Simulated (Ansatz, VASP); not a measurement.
## O in VASP and in Ansatz

INCAR

```
  PREC = Accurate
  ENCUT = 520
  EDIFF = 1E-6
  ISMEAR = 0
  SIGMA = 0.05
  LREAL = F
  LASPH = T
  NELM = 60
  ALGO = Normal
  ISIF = 2
  LWAVE = F
  LCHARG = F
  GGA = CA
  NBANDS = 13
```

The input KPOINTS:

```
regular mesh
0
Gamma
  9 9 9
```

POSCAR

```
O
1.0
    1.6523106988      0.9539620267      3.6815609125
   -1.6523106988      0.9539620267      3.6815609125
    0.0000000000     -1.9079240534      3.6815609125
O
2
Direct
    0.0546147200      0.0546147200      0.0546147200
    0.9453852800      0.9453852800      0.9453852800
```

File input.yaml:

```yaml
crystal:
  lattice:
    - [1.6523106988, 0.9539620267, 3.6815609125]
    - [-1.6523106988, 0.9539620267, 3.6815609125]
    - [0.0, -1.9079240534, 3.6815609125]
  atoms:
    - { symbol: O, position: [0.05461472, 0.05461472, 0.05461472] }
    - { symbol: O, position: [0.94538528, 0.94538528, 0.94538528] }
hamiltonian:
  xc: lda
  pseudopotentials: { kind: paw, xc_functional: lda, accuracy: standard }
kpoints:
  mp_grid: { grid: [9, 9, 9] }
scf:
  occupations: { method: gaussian, width: 0.05 }
output:
  forces: true
  stress: true
  eigenvalues: true
```

Alike in both runs: task single point; functional LDA; k mesh 9 × 9 × 9; occupations gaussian, width 0.05 eV; no spin polarisation.

|  | VASP | Ansatz |
| --- | --- | --- |
| version | VASP 6.6.1 | Ansatz 0.2.0 |
| potentials or method | VASP PAW LDA potentials, release 64 (O) | JTH PAW LDA |
| plane-wave cutoff (eV) | 520 | 1380 |
| valence electrons in the cell | 12 | 12 |

|  | VASP | Ansatz | Ansatz less VASP |
| --- | --- | --- | --- |
| gap on the k mesh at the Fermi level (eV) | none | none | - |
| pressure (GPa) | -2.8 | -5.1 | -2.23 |
| traceless stress, the component that is largest in VASP (GPa) | 6.96 | 1.96 | -4.999 |
| rms of the force components (eV/Å) | 0.681 | 0.104 | -0.5775 |

LDA's correlation is that of Perdew and Zunger in VASP and of Perdew and Wang (1992) in Ansatz. Atom by atom the forces differ by 0.785 eV/Å (rms over components). A gap of «none» marks a metal or a gap that the smearing closes.

Noted on VASP's run: the standard files for N, O and F lose accuracy on very short bonds; spin is off for a triplet molecule. Noted on Ansatz's run: spin is off for a triplet molecule.
